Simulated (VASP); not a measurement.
# SiC: single point with PBEsol

The system is SiC.

```
Si C
1.0
     0.00000    2.26096    2.34792
     2.26096    0.00000    2.34792
     2.26096    2.26096    0.00000
Si C
1 1
Direct
  0.00000 0.00000 0.00000
  0.75000 0.75000 0.75000
```

This cell differs from its parent crystal: strain +0.040 along x and y, +0.080 along z.

| Quantity | Value |
| --- | --- |
| Program | VASP 6.6.1 |
| Task | single point |
| Functional | PBEsol |
| Potentials or basis | VASP PAW PBE potentials, release 64 (Si, C) |
| Cutoff | 520 eV |
| k mesh | 12 × 12 × 12 |
| Occupations | gaussian, width 0.05 eV |
| Spin | no spin polarisation |
| Dipole correction | no |
| Further INCAR settings | ALGO = Normal; EDIFF = 1e-07; NBANDS = 11 |

| Item | Value |
| --- | --- |
| Pressure | -24.4 GPa |
| Band gap on the k mesh | 1.17 eV, indirect (least direct gap 4.24 eV) |

Stress tensor (GPa, compression positive):
```
-21.21   0.00   0.00
  0.00 -21.21   0.00
  0.00   0.00 -30.86
```

Levels at points of the mesh, in eV from the valence-band top:
```csv
k point,band 1,band 2,band 3,band 4,band 5,band 6,band 7,band 8,band 9
"(0.00, 0.00, 0.00)",-14.39,-0.26,0.00,0.00,4.39,6.18,6.18,6.28,12.97
"(0.50, 0.00, 0.00)",-11.31,-7.91,-1.31,-0.89,3.92,6.34,6.71,9.03,14.20
"(0.50, 0.50, 0.00)",-10.15,-7.76,-2.76,-2.76,1.48,4.03,12.27,12.27,12.42
"(0.50, 0.00, 0.50)",-9.91,-7.34,-3.15,-3.09,1.17,3.43,11.67,12.62,12.88
```

It took 20 s on 1 thread of Intel(R) Xeon(R) 6975P-C (Granite Rapids), with other jobs on the host, peak memory 0.15 GiB.

Caveat: the cell differs from its parent crystal (strain +0.040 along x and y, +0.080 along z); the PAW data sets were made with another functional, which shifts forces and pressure a little. A k mesh can miss the band edges.
